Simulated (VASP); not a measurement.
A run of VASP 6.6.1 is set up as follows.

INCAR

```
PREC = Accurate
ENCUT = 600
EDIFF = 1E-6
ISMEAR = 0
SIGMA = 0.02
LREAL = False
LASPH = True
NELM = 100
ALGO = Normal
ISIF = 4
LWAVE = False
LCHARG = False
GGA = PE
IVDW = 12
IBRION = 2
NSW = 50
EDIFFG = -0.01
```

File KPOINTS:

```
regular mesh
0
Gamma
  12 12 12
```

File POSCAR:

```
PbS
1.0
    2.0326506952      1.1735514260      3.3218966950
   -2.0326506952      1.1735514260      3.3218966950
    0.0000000000     -2.3471028521      3.3218966950
Pb S
1 1
Direct
    0.9779892341      0.9779892341      0.9779892341
    0.4776120959      0.4776120959      0.4776120959
```

Potentials or basis: VASP PAW PBE potentials, release 64 (Pb_d, S).

Run with:

```console
$ cat potpaw_PBE.64/Pb_d/POTCAR potpaw_PBE.64/S/POTCAR > POTCAR
$ mpirun -np 1 vasp_std > vasp.out
```

Question: Estimate the dispersion energy per atom.

Answer: -0.381 eV.

Question: Estimate the band gap on the k mesh.

Answer: 0.03 eV, indirect (the least direct gap lies 3.2 meV higher).

Final structure:
```
Pb S
1.0
     2.03265    1.17355    3.32190
    -2.03265    1.17355    3.32190
     0.00000   -2.34710    3.32190
Pb S
1 1
Cartesian
  0.0000 0.0000 9.7463
  0.0000 0.0000 4.7597
```

Caveat: the relaxation stopped at its first step, so nothing moved; spin-orbit coupling is left out, which moves the levels of the heavy elements. A k mesh can miss the band edges.
